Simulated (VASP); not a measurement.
# CrO2: single point with r2SCAN

CrO2, a slab with vacuum:

```
Cr O
1.0
     2.59933    0.00000    0.00000
    -1.29966    2.25108    0.00000
     0.00000    0.00000   13.72642
Cr O
1 2
Cartesian
  0.0000 1.5007 0.0000
  1.2997 0.7504 12.5813
  1.2997 0.7504 1.1451
```

* Program: VASP 6.6.1
* Task: single point
* Functional: r2SCAN
* Potentials or basis: VASP PAW PBE potentials, release 64 (Cr_pv, O)
* Cutoff: 520 eV
* k mesh: 15 × 15 × 4
* Occupations: gaussian, width 0.02 eV
* Spin: no spin polarisation
* Dipole correction: no
* Further INCAR settings: ALGO = Normal; EDIFF = 1e-07; NBANDS = 19

```json
{"Largest force": "0.166 eV/Å", "Band gap on the k mesh": "0.43 eV (least direct gap 1.65 eV)"}
```

Forces on the atoms (eV/Å):
```
Cr   0.000  0.000  0.000
O    0.000  0.000 -0.166
O    0.000  0.000  0.166
```

Levels at points of the mesh, in eV from the valence-band top:
```csv
k point,band 8,band 9,band 10,band 11,band 12,band 13,band 14,band 15,band 16,band 17
"(0.00, 0.00, 0.00)",-4.87,-3.44,-3.44,-2.76,0.00,1.88,1.88,1.98,1.98,2.07
"(0.00, 0.00, 0.50)",-4.87,-3.44,-3.44,-2.76,0.00,1.88,1.88,1.98,1.98,2.07
```

Wall time 14 min on 1 thread of Intel Xeon 8259CL (shared host), peak memory 0.29 GiB.

Caveat: the PAW data sets were made with another functional, which shifts forces and pressure a little. Spin polarisation is off, so any magnetic state and its effect on volume and gap are missing.
